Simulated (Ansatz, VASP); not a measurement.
# TiAl: VASP beside Ansatz

```
Ti Al
1.0
     2.86726    0.00000    0.00000
    -1.43363    2.48312    0.00000
     0.00000    0.00000    4.67808
Ti Al
1 1
Cartesian
  -0.2000 -0.2000 0.0000
  0.0000 1.6554 2.3390
```

Alike in both runs: task single point; functional PBEsol; k mesh 18 × 18 × 10; occupations gaussian, width 0.15 eV; no spin polarisation.

|  | VASP | Ansatz |
| --- | --- | --- |
| version | VASP 6.6.1 | Ansatz 0.2.0 |
| potentials or method | VASP PAW PBE potentials, release 64 (Ti_sv, Al), cutoff 520 eV | scalar-relativistic, plane waves, PAW |
| valence electrons in the cell | 15 | 15 |

Ansatz gave:

```
gap on the k mesh at the Fermi level (eV)                     : none
pressure (GPa)                                                : -2.1
traceless stress, the component that is largest in VASP (GPa) : -3.09
rms of the force components (eV/Å)                            : 0.386
```

Q: Estimate VASP's values.

A: gap on the k mesh at the Fermi level (eV): none; pressure (GPa): -2.1; traceless stress, the component that is largest in VASP (GPa): -3.12; rms of the force components (eV/Å): 0.386.

VASP's potentials were made for PBE, not for PBEsol. Atom by atom the forces differ by 0.000 eV/Å (rms over components). A gap of «none» marks a metal or a gap that the smearing closes.
